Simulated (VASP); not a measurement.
Wanted: the native input for a VASP 6.6.1 run.

| Quantity | Value |
| --- | --- |
| Task | single point |
| Functional | PBE |
| Dispersion | D3(BJ) |
| Potentials or basis | VASP PAW PBE potentials, release 64 (Al) |
| Cutoff | 520 eV |
| k mesh | 4 × 4 × 1 |
| Occupations | gaussian, width 0.1 eV |
| Spin | no spin polarisation |
| Dipole correction | yes |
| Further INCAR settings | ALGO = Normal; EDIFF = 1e-07; NBANDS = 30 |

The structure of Al lies in POSCAR:

```
Al
1.0
    5.6324246408      0.0000000000      0.0000000000
   -2.8162123204      4.8778228238      0.0000000000
    0.0000000000      0.0000000000     24.7501554616
Al
12
Direct
    0.3333333333      0.1666666667      0.3232302929
    0.3333333333      0.6666666667      0.3232302929
    0.8333333333      0.1666666667      0.3232302929
    0.8333333333      0.6666666667      0.3232302929
    0.6664433739      0.3328369822      0.4159438560
    0.6663871833      0.8328906149      0.4159176678
    0.1664365604      0.3328499144      0.4159746950
    0.1664753958      0.8328743658      0.4159347397
   -0.0003493922      0.4989509937      0.5087290877
   -0.0004066800     -0.0009212735      0.5087475197
    0.4994886693      0.4989111344      0.5086967936
    0.4994925730     -0.0009626041      0.5084584988
```

These files were run (other wordings do the same):

INCAR

```
SYSTEM = Al
  ALGO = Normal
  DIPOL = 0.5 0.5 0.416
  EDIFF = 1E-7
  ENCUT = 520
  GGA = PE
  IDIPOL = 3
  ISIF = 2
  ISMEAR = 0
  IVDW = 12
  LASPH = .TRUE.
  LCHARG = .TRUE.
  LDIPOL = .TRUE.
  LELF = .TRUE.
  LREAL = .FALSE.
  LVACPOTAV = .TRUE.
  LVHAR = .TRUE.
  LWAVE = .FALSE.
  NBANDS = 30
  NELM = 80
  PREC = Accurate
  SIGMA = 0.1
```

KPOINTS

```
k-points
0
G
  4 4 1
  0 0 0
```

Potentials or basis: VASP PAW PBE potentials, release 64 (Al).

The run is started by

```bash
$ cat potpaw_PBE.64/Al/POTCAR > POTCAR
$ mpirun -np 1 vasp_std > vasp.out
```

Results of the run:

- Largest force: 0.013 eV/Å
- Band gap on the k mesh: zero (band 18 reaches -0.11 eV, above the bottom of band 19 at -0.81 eV)
- Dispersion energy per atom: -0.237 eV

Wall time 5 min on 1 thread of Intel(R) Xeon(R) 6975P-C (Granite Rapids), on a shared host, peak memory 0.69 GiB.
